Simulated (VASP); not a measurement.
# CaO (Fm-3m) in VASP: single point with r2SCAN

Aim: the single point of CaO with r2SCAN.

Program: VASP 6.6.1. These are calculated values, not measurements. Logs are shortened: lines on timing, memory, paths and dates and some standing lists are left out, and cuts for length are marked.

## Step 1: The cell of the first run

The structure is cubic, space group Fm-3m (No. 225). Conventional cell: a = 4.816 Å, b = 4.816 Å, c = 4.816 Å, α = 90.00°, β = 90.00°, γ = 90.00°. Within 3.2 Å of Ca (site symmetry m-3m) lie 6 O at 2.41 Å. Within 3.2 Å of O (site symmetry m-3m) lie 6 Ca at 2.41 Å.

## Step 2: Single point, r2SCAN

Input file POSCAR:

```
CaO
1.0
    0.0000000000      2.4079525000      2.4079525000
    2.4079525000      0.0000000000      2.4079525000
    2.4079525000      2.4079525000      0.0000000000
Ca O
1 1
Direct
    0.0000000000      0.0000000000      0.0000000000
    0.5000000000      0.5000000000      0.5000000000
```

Input file INCAR.step1:

```
PREC = Accurate ; ENCUT = 520
ISMEAR = -1 ; SIGMA = 0.0168
LREAL = F ; LASPH = T
NELM = 60 ; NBANDS = 15
GGA = PE ; ALGO = Normal
EDIFF = 1E-4 ; LWAVE = T
LCHARG = F
```

Input file INCAR.step2:

```
PREC = Accurate ; ENCUT = 520
EDIFF = 1E-6 ; ISMEAR = -1
SIGMA = 0.0168 ; LREAL = F
LASPH = T ; NELM = 60
ALGO = Normal ; ISIF = 2
LWAVE = F ; LCHARG = T
METAGGA = R2SCAN ; LMIXTAU = T
LELF = T ; LVHAR = T
NBANDS = 15 ; ISTART = 1
```

Input file KPOINTS:

```
regular mesh
0
Gamma
  9 9 9
```

Potentials or basis: VASP PAW PBE potentials, release 64 (Ca_sv, O).

Command:

```console
$ cat potpaw_PBE.64/Ca_sv/POTCAR potpaw_PBE.64/O/POTCAR > POTCAR
$ cp INCAR.step1 INCAR
$ mpirun -np 1 vasp_std > vasp.out
$ cp INCAR.step2 INCAR
$ mpirun -np 1 vasp_std > vasp.out
```

OUTCAR:

```text
PREC = Accurate
   ENCUT = 520
   EDIFF = 1E-6
   ISMEAR = -1
   LREAL = F
   LASPH = T
   NELM = 60
   ISIF = 2
   METAGGA = R2SCAN
   ISTART = 1

 ion  position               nearest neighbor table
   1  0.000  0.000  0.000-   2 2.41   2 2.41   2 2.41   2 2.41   2 2.41   2 2.41
   2  0.500  0.500  0.500-   1 2.41   1 2.41   1 2.41   1 2.41   1 2.41   1 2.41

  LATTYP: Found a face centered cubic cell.
 ALAT       =     4.8159050000

  Lattice vectors:

 A1 = (   0.0000000000,   2.4079525000,   2.4079525000)
 A2 = (   2.4079525000,   0.0000000000,   2.4079525000)
 A3 = (   2.4079525000,   2.4079525000,   0.0000000000)

Analysis of symmetry for initial positions (statically):
=====================================================================
 Subroutine PRICEL returns:
 Original cell was already a primitive cell.

 Routine SETGRP: Setting up the symmetry group for a
 face centered cubic supercell.

 Subroutine GETGRP returns: Found 48 space group operations
 (whereof 48 operations were pure point group operations)
 out of a pool of 48 trial point group operations.

The static configuration has the point symmetry O_h .

Analysis of symmetry for dynamics (positions and initial velocities):
=====================================================================
 Subroutine PRICEL returns:
 Original cell was already a primitive cell.

 Routine SETGRP: Setting up the symmetry group for a
 face centered cubic supercell.

 Subroutine GETGRP returns: Found 48 space group operations
 (whereof 48 operations were pure point group operations)
 out of a pool of 48 trial point group operations.

The dynamic configuration has the point symmetry O_h .

 Subroutine INISYM returns: Found 48 space group operations
 (whereof 48 operations are pure point group operations),
 and found     1 'primitive' translations

----------------------------------------------------------------------------------------

                                     Primitive cell

  volume of cell :      27.9238

  direct lattice vectors                    reciprocal lattice vectors
     0.000000000  2.407952500  2.407952500    -0.207645292  0.207645292  0.207645292
     2.407952500  0.000000000  2.407952500     0.207645292 -0.207645292  0.207645292
     2.407952500  2.407952500  0.000000000     0.207645292  0.207645292 -0.207645292

  length of vectors
     3.405359083  3.405359083  3.405359083     0.359652196  0.359652196  0.359652196

  position of ions in fractional coordinates (direct lattice)
     0.000000000  0.000000000  0.000000000
     0.500000000  0.500000000  0.500000000

  ion indices of the primitive-cell ions
   primitive index   ion index
                 1           1
                 2           2

----------------------------------------------------------------------------------------

 KPOINTS: regular mesh

Automatic generation of k-mesh.
 Grid dimensions read from file:
 generate k-points for:    9    9    9

 Generating k-lattice:

  Cartesian coordinates                     Fractional coordinates (reciprocal lattice)
    -0.023071699  0.023071699  0.023071699     0.111111111  0.000000000  0.000000000
     0.023071699 -0.023071699  0.023071699     0.000000000  0.111111111  0.000000000
     0.023071699  0.023071699 -0.023071699     0.000000000  0.000000000  0.111111111

  Length of vectors
     0.039961355  0.039961355  0.039961355

  Shift w.r.t. Gamma in fractional coordinates (k-lattice)
     0.000000000  0.000000000  0.000000000

 Subroutine IBZKPT returns following result:
 ===========================================

 Found     35 irreducible k-points:

 Following reciprocal coordinates:
            Coordinates               Weight
  0.000000  0.000000  0.000000      1.000000
  0.111111  0.000000  0.000000      8.000000
  0.222222  0.000000  0.000000      8.000000
  0.333333  0.000000  0.000000      8.000000
  0.444444  0.000000  0.000000      8.000000
  0.111111  0.111111  0.000000      6.000000
[... 16 lines left out ...]
 -0.333333  0.333333  0.000000     12.000000
  0.444444  0.444444  0.000000      6.000000
 [... further k-points ...]
   k-points           NKPTS =     35   k-points in BZ     NKDIM =     35   number of bands    NBANDS=     15
   number of dos      NEDOS =    301   number of ions     NIONS =      2
   total plane-waves  NPLWV =  21952
   dimension x,y,z NGX =    28 NGY =   28 NGZ =   28
   dimension x,y,z NGXF=    56 NGYF=   56 NGZF=   56
   ions per type =               1   1
   NGX,Y,Z   is equivalent  to a cutoff of  13.67, 13.67, 13.67 a.u.
   NGXF,Y,Z  is equivalent  to a cutoff of  27.34, 27.34, 27.34 a.u.
 SYSTEM =  unknown system
   PREC   = accura    normal or accurate (medium, high low for compatibility)
   ISTART =      1    job   : 0-new  1-cont  2-samecut
   ICHARG =      0    charge: 1-file 2-atom 10-const
   ISPIN  =      1    spin polarized calculation?
   LNONCOLLINEAR =      F non collinear calculations
   LSORBIT =      F    spin-orbit coupling
   LASPH  =      T    aspherical Exc in radial PAW
   ENCUT  =  520.0 eV  38.22 Ry    6.18 a.u.   6.33  6.33  6.33*2*pi/ulx,y,z
   NELM   =     60;   NELMIN=  2; NELMDL=  0     # of ELM steps
   EDIFF  = 0.1E-05   stopping-criterion for ELM
   LREAL  =      F    real-space projection
   EDIFFG = 0.1E-04   stopping-criterion for IOM
   NSW    =      0    number of steps for IOM
   IBRION =     -1    ionic relax: 0-MD 1-quasi-New 2-CG
   NFREE  =      0    steps in history (QN), initial steepest desc. (CG)
   ISIF   =      2    stress and relaxation
   ISYM   =      2    0-nonsym 1-usesym 2-fastsym
   POTIM  = 0.5000    time-step for ionic-motion
   TEBEG  =    0.0;   TEEND  =   0.0 temperature during run
   PSTRESS=    0.0 pullay stress
   NELECT =      16.0000    total number of electrons
   NUPDOWN=      -1.0000    fix difference up-down
   EMIN   =  10.00;   EMAX   =-10.00  energy-range for DOS
   EFERMI =   0.00;   METHOD = LEGACY
   ISMEAR =    -1;   SIGMA  =   0.02  broadening in eV -4-tet -1-fermi 0-gaus
   EFERMI_NEDOS =   21; number of points for ismear=-14 and -15
   IALGO  =     38    algorithm
   IMIX   =      4    mixing-type and parameters
     AMIX     =   0.40;   BMIX     =  1.00
     AMIX_MAG =   1.60;   BMIX_MAG =  1.00
  volume/ion in A,a.u.               =      13.96        94.22
  Fermi-wavevector in a.u.,A,eV,Ry     =   1.359743  2.569542 25.155835  1.848902
  Thomas-Fermi vector in A             =   2.486465
   LORBIT       =      0    0 simple, 1 ext, 2 COOP (PROOUT), +10 PAW based schemes
   METAGGA = R2SCAN    functional components
   LHFCALC =     F    Hartree Fock is set to
   AEXX    =    0.0000 exact exchange contribution
   IVDW    =     0    specifies the selected vdW correction
   LEPSILON=     F    determine dielectric tensor
   LRPA    =     F    only Hartree local field effects (RPA)
 non-spin polarized calculation
  energy-cutoff  :      520.00
  volume of cell :       27.92
 maximum number of plane-waves:       766
 NGX is ok and might be reduce to    28
   NGX = 13   NGY = 13   NGZ = 13

 number of electron      15.9999998 magnetization

 Free energy of the ion-electron system (eV)
  ---------------------------------------------------
  ext. energy  EPLUGINS =         0.00000000
  ---------------------------------------------------
  free energy    TOTEN  =       -19.45411258 eV

  energy without entropy =      -19.45411258  energy(sigma->0) =      -19.45411258

 E-fermi :   2.3975     XC(G=0): -11.0433

 val. band max:        1.9819096170   @ k =   0.0000   0.0000   0.0000
 cond. band min:       6.2302349079   @ k =   0.4444   0.4444   0.0000
 fundamental gap:      4.2483252909
 Fermi energy:         2.3974659647

 k-point     1 :       0.0000    0.0000    0.0000
  band No.  band energies     occupation
      1     -37.0992      2.00000
      2     -16.9952      2.00000
      3     -16.9952      2.00000
      4     -16.9952      2.00000
      5     -14.4802      2.00000
      6       1.9819      2.00000
      7       1.9819      2.00000
      8       1.9819      2.00000
      9       7.3605      0.00000
     10       8.8201      0.00000
     11       8.8201      0.00000
     12       8.8201      0.00000
     13      10.4055      0.00000
     14      10.4055      0.00000
     15      17.7155      0.00000

 k-point     2 :       0.1111    0.0000    0.0000
  band No.  band energies     occupation
      1     -37.0877      2.00000
      2     -17.1838      2.00000
      3     -17.0011      2.00000
      4     -17.0010      2.00000
      5     -14.2840      2.00000
      6       1.5659      2.00000
      7       1.8170      2.00000
      8       1.8170      2.00000
      9       7.9099      0.00000
     10       8.7782      0.00000
     11       9.0339      0.00000
     12       9.0339      0.00000
     13      10.7006      0.00000
     14      10.7006      0.00000
     15      18.2047      0.00000

 k-point     3 :       0.2222    0.0000    0.0000
  band No.  band energies     occupation
      1     -37.0586      2.00000
      2     -17.5762      2.00000
      3     -17.0159      2.00000
      4     -17.0159      2.00000
      5     -13.8715      2.00000
      6       0.7069      2.00000
      7       1.4369      2.00000
      8       1.4369      2.00000
      9       8.7779      0.00000
     10       9.1883      0.00000
     11       9.6131      0.00000
     12       9.6132      0.00000
     13      11.4458      0.00000
     14      11.4458      0.00000
     15      18.7501      0.00000

 k-point     4 :       0.3333    0.0000    0.0000
  band No.  band energies     occupation
      1     -37.0252      2.00000
      2     -17.9388      2.00000
      3     -17.0327      2.00000
      4     -17.0327      2.00000
      5     -13.4835      2.00000
      6      -0.0895      2.00000
      7       1.0544      2.00000
      8       1.0545      2.00000
      9       9.1225      0.00000
     10      10.3603      0.00000
     11      10.3603      0.00000
     12      10.4150      0.00000
     13      12.3396      0.00000
     14      12.3396      0.00000
     15      18.0190      0.00000
[... 307 lines left out ...]
 k-point    22 :      -0.4444    0.3333    0.0000
  band No.  band energies     occupation
      1     -36.9751      2.00000
      2     -17.6422      2.00000
      3     -17.3842      2.00000
      4     -17.1618      2.00000
      5     -13.8820      2.00000
      6       0.5880      2.00000
      7       0.9092      2.00000
      8       1.2667      2.00000
      9       7.4564      0.00000
     10      10.7505      0.00000
     11      11.2762      0.00000
     12      11.7437      0.00000
     13      12.2707      0.00000
     14      15.1287      0.00000
     15      16.8859      0.00000

 k-point    23 :      -0.3333    0.3333    0.0000
  band No.  band energies     occupation
      1     -36.9778      2.00000
      2     -17.7399      2.00000
      3     -17.4083      2.00000
      4     -17.1175      2.00000
      5     -13.6777      2.00000
      6       0.2824      2.00000
      7       0.8722      2.00000
      8       1.0255      2.00000
      9       8.5619      0.00000
     10      10.0181      0.00000
     11      11.3077      0.00000
     12      11.3319      0.00000
     13      12.8154      0.00000
     14      16.2708      0.00000
     15      16.5760      0.00000

 k-point    24 :       0.4444    0.4444    0.0000
  band No.  band energies     occupation
      1     -36.9752      2.00000
      2     -17.5892      2.00000
      3     -17.2103      2.00000
      4     -17.2103      2.00000
      5     -14.2158      2.00000
      6       0.6166      2.00000
      7       1.6067      2.00000
      8       1.6067      2.00000
      9       6.2302      0.00000
     10      10.6383      0.00000
     11      11.5381      0.00000
     12      12.1052      0.00000
     13      12.1052      0.00000
     14      13.8726      0.00000
     15      16.8298      0.00000

 [... further k-points ...]
[... 5 lines left out ...]
  --------------------------------------------------------------------------------------
  -------------------------------------------------------------------------------------
  Total       -0.0871458     -0.0871458     -0.0871458      0.0000000      0.0000000      0.0000000
  in kB       -5.0001505     -5.0001505     -5.0001505      0.0000000      0.0000000      0.0000000
  external PRESSURE =      -5.0001505 kB  Pullay stress =       0.0000000 kB

 VOLUME and BASIS-vectors are now :
 -----------------------------------------------------------------------------
  energy-cutoff  :      520.00
  volume of cell :       27.92
      direct lattice vectors                 reciprocal lattice vectors
     0.000000000  2.407952500  2.407952500    -0.207645292  0.207645292  0.207645292
     2.407952500  0.000000000  2.407952500     0.207645292 -0.207645292  0.207645292
     2.407952500  2.407952500  0.000000000     0.207645292  0.207645292 -0.207645292

 POSITION                                       TOTAL-FORCE (eV/Angst)
 -----------------------------------------------------------------------------------
      0.00000      0.00000      0.00000         0.000000     -0.000000      0.000000
      2.40795      2.40795      2.40795        -0.000000      0.000000     -0.000000
 -----------------------------------------------------------------------------------
    total drift:                                0.000000      0.000000      0.000000

  FREE ENERGIE OF THE ION-ELECTRON SYSTEM (eV)
  ---------------------------------------------------
  free  energy   TOTEN  =       -19.4541125844 eV

  energy  without entropy=      -19.4541125844  energy(sigma->0) =      -19.45411258
```

Wall time 54 s (1 thread of Intel Xeon 6975P-C, shared host); peak memory 0.17 GiB.

What came out:

- Free energy: -19.4541 eV
- Pressure: -0.5 GPa
- Band gap on the k mesh: 4.25 eV, indirect (least direct gap 4.62 eV)

Levels at points of the mesh, in eV from the valence-band top:
| k point | band 5 | band 6 | band 7 | band 8 | band 9 | band 10 | band 11 | band 12 |
| --- | --- | --- | --- | --- | --- | --- | --- | --- |
| (0.00, 0.00, 0.00) | -16.46 | 0.00 | 0.00 | 0.00 | 5.38 | 6.84 | 6.84 | 6.84 |

Caveat: the PAW data sets were made with another functional, which shifts forces and pressure a little.
